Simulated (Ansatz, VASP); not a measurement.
WSe2: VASP beside Ansatz

File INCAR:

```
PREC = Accurate
ENCUT = 520
EDIFF = 1E-7
ISMEAR = 0
SIGMA = 0.01
LREAL = False
LASPH = True
NELM = 80
ALGO = Normal
ISIF = 2
LWAVE = False
LCHARG = True
GGA = PE
LELF = True
LVHAR = True
NBANDS = 35
```

File KPOINTS:

```
Automatic mesh
0
Gamma
  12 12 2
```

POSCAR

```
WSe2
1.0
    3.2997380709      0.0000000000      0.0000000000
   -1.6498690355      2.8576569952      0.0000000000
    0.0000000000      0.0000000000     13.1496949692
W Se
2 4
Direct
    0.6666666667      0.3333333333      0.2500115869
    0.3333333333      0.6666666667      0.7499884131
    0.3333333333      0.6666666667      0.3766659110
    0.6666666667      0.3333333333      0.8766428987
    0.3333333333      0.6666666667      0.1233571013
    0.6666666667      0.3333333333      0.6233340890
```

Input for Ansatz:

```yaml
crystal:
  lattice:
    - [3.2997380709, 0.0, 0.0]
    - [-1.6498690355, 2.8576569952, 0.0]
    - [0.0, 0.0, 13.1496949692]
  atoms:
    - { symbol: W, position: [0.6666666667, 0.3333333333, 0.2500115869] }
    - { symbol: W, position: [0.3333333333, 0.6666666667, 0.7499884131] }
    - { symbol: Se, position: [0.3333333333, 0.6666666667, 0.376665911] }
    - { symbol: Se, position: [0.6666666667, 0.3333333333, 0.8766428987] }
    - { symbol: Se, position: [0.3333333333, 0.6666666667, 0.1233571013] }
    - { symbol: Se, position: [0.6666666667, 0.3333333333, 0.623334089] }
kpoints:
  mp_grid: { grid: [12, 12, 2] }
  band_path:
    path:
      - [0.0, 0.0, 0.0]
      - [0.5, 0.0, 0.0]
      - [0.3333333333, 0.3333333333, 0.0]
      - [0.0, 0.0, 0.5]
      - [0.5, 0.0, 0.5]
      - [0.3333333333, 0.3333333333, 0.5]
      - [0.179687, 0.179688, 0.0]
    npoints: 1
hamiltonian:
  xc: pbe
scf:
  occupations: { method: fixed }
  n_extra_bands: 5
output:
  forces: true
  stress: true
  eigenvalues: true
```

Alike in both runs: task single point; functional PBE; k mesh 12 × 12 × 2; no spin polarisation.

|  | VASP | Ansatz |
| --- | --- | --- |
| version | VASP 6.6.1 | Ansatz 0.2.0 |
| potentials or method | VASP PAW PBE potentials, release 64 (W_sv, Se) | plane waves, PAW |
| plane-wave cutoff (eV) | 520 | 420 |
| occupations | gaussian, width 0.01 eV | fixed |
| valence electrons in the cell | 52 | 92 |

|  | VASP | Ansatz | Ansatz less VASP |
| --- | --- | --- | --- |
| gap on the k mesh at the Fermi level (eV) | 1.04 | 1.04 | +0.004 |
| pressure (GPa) | 3.7 | 3.3 | -0.32 |
| traceless stress, the component that is largest in VASP (GPa) | 1.15 | 1.07 | -0.080 |
| rms of the force components (eV/Å) | 0.153 | 0.130 | -0.0226 |

Atom by atom the forces differ by 0.023 eV/Å (rms over components). VASP's potentials hold 52 valence electrons a cell and Ansatz's 92, so a difference there can come from the potentials and not from the codes.

Spin-orbit coupling is off throughout.
